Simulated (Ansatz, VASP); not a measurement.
# Hf in VASP and in Ansatz

The input INCAR:

```
SYSTEM = Hf
  PREC = Accurate
  ENCUT = 520
  EDIFF = 1E-6
  ISMEAR = -1
  SIGMA = 0.03
  LREAL = .FALSE.
  LASPH = .TRUE.
  NELM = 80
  ALGO = Normal
  ISIF = 2
  LWAVE = .FALSE.
  LCHARG = .FALSE.
  GGA = PS
  NBANDS = 11
```

KPOINTS

```
regular mesh
0
G
  16 16 16
  0 0 0
```

File POSCAR:

```
Hf
1.0
    0.0444000000      2.2422000000      2.2422000000
    2.2422000000      0.0444000000      2.2422000000
    2.2422000000      2.2422000000      0.0444000000
Hf
1
Direct
    0.0000000000      0.0000000000      0.0000000000
```

Input for Ansatz:

```yaml
crystal:
  lattice:
    - [0.0444, 2.2422, 2.2422]
    - [2.2422, 0.0444, 2.2422]
    - [2.2422, 2.2422, 0.0444]
  atoms:
    - { symbol: Hf, position: [0.0, 0.0, 0.0] }
kpoints:
  mp_grid: { grid: [16, 16, 16] }
  band_path:
    path:
      - [0.0, 0.0, 0.0]
      - [0.5, 0.5, 0.5]
      - [0.2451701269, 0.5, 0.7548298731]
      - [-0.2451701269, 0.2451701269, 0.5]
      - [0.0, 0.0, 0.5]
      - [0.0, 0.0, 0.0]
      - [-0.3725850634, 0.0, 0.3725850634]
      - [0.0, 0.3725850634, 0.6274149366]
      - [0.0, 0.5, 0.5]
    npoints: 5
scf:
  occupations: { method: fermi_dirac, width: 0.03 }
hamiltonian:
  xc: pbesol
  pseudopotentials: { kind: all_electron, lapw: { basis_error: 0.00025 } }
output:
  forces: true
  stress: true
  eigenvalues: true
```

Change from the starting cell: equal xy, yz and zx shear strains of +2 %.

Alike in both runs: task single point; functional PBEsol; k mesh 16 × 16 × 16; occupations fermi-dirac, width 0.03 eV; no spin polarisation.

```csv
,VASP,Ansatz
version,VASP 6.6.1,Ansatz 0.2.0
potentials or method,"VASP PAW PBE potentials, release 64 (Hf_pv), cutoff 520 eV","all-electron LAPW, scalar-relativistic"
```

|  | VASP | Ansatz | Ansatz less VASP |
| --- | --- | --- | --- |
| pressure (GPa) | -1.9 | -1.5 | +0.43 |
| traceless stress, the component that is largest in VASP (GPa) | -1.18 | -1.18 | -0.001 |

VASP's potentials were made for PBE, not for PBEsol. Ansatz ran all-electron here, and VASP with PAW potentials.

Neither program's run includes spin-orbit coupling.
